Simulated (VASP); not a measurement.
Write the native input for VASP 6.6.1 that does the following.

```
Task                   : single point
Functional             : PBE
Potentials or basis    : VASP PAW PBE potentials, release 64 (Cs_sv, As)
Cutoff                 : 520 eV
k mesh                 : 14 × 14 × 14
Occupations            : gaussian, width 0.1 eV
Spin                   : no spin polarisation
Dipole correction      : no
Further INCAR settings : ALGO = Normal; EDIFF = 1e-07; NBANDS = 14
```

The structure of CsAs lies in POSCAR:

```
CsAs
1.0
    0.0000000000      3.6690340539      3.6690340539
    3.6690340539      0.0000000000      3.6690340539
    3.6690340539      3.6690340539      0.0000000000
Cs As
1 1
Direct
    0.0000000000      0.0000000000      0.0000000000
    0.5000000000      0.5000000000      0.5000000000
```

One way to write it, as run:

INCAR

```
SYSTEM = CsAs
PREC = Accurate
ENCUT = 520
EDIFF = 1E-7
ISMEAR = 0
SIGMA = 0.1
LREAL = .FALSE.
LASPH = .TRUE.
NELM = 100
ALGO = Normal
ISIF = 2
LWAVE = .FALSE.
LCHARG = .FALSE.
GGA = PE
NBANDS = 14
```

KPOINTS

```
Automatic mesh
0
G
  14 14 14
  0 0 0
```

Potentials or basis: VASP PAW PBE potentials, release 64 (Cs_sv, As).

Launch:

```console
$ cat potpaw_PBE.64/Cs_sv/POTCAR potpaw_PBE.64/As/POTCAR > POTCAR
$ mpirun -np 1 vasp_std > vasp.out
```

Results of the run:

```json
{
  "Pressure": "0.0 GPa",
  "Band gap on the k mesh": "zero (band 7 reaches 0.53 eV, above the bottom of band 8 at -0.12 eV)"
}
```

Caveat: spin-orbit coupling is left out, which moves the levels of the heavy elements.

It took 73 s on 1 thread of Intel(R) Xeon(R) 6975P-C (Granite Rapids) (shared host), peak memory 0.33 GiB.
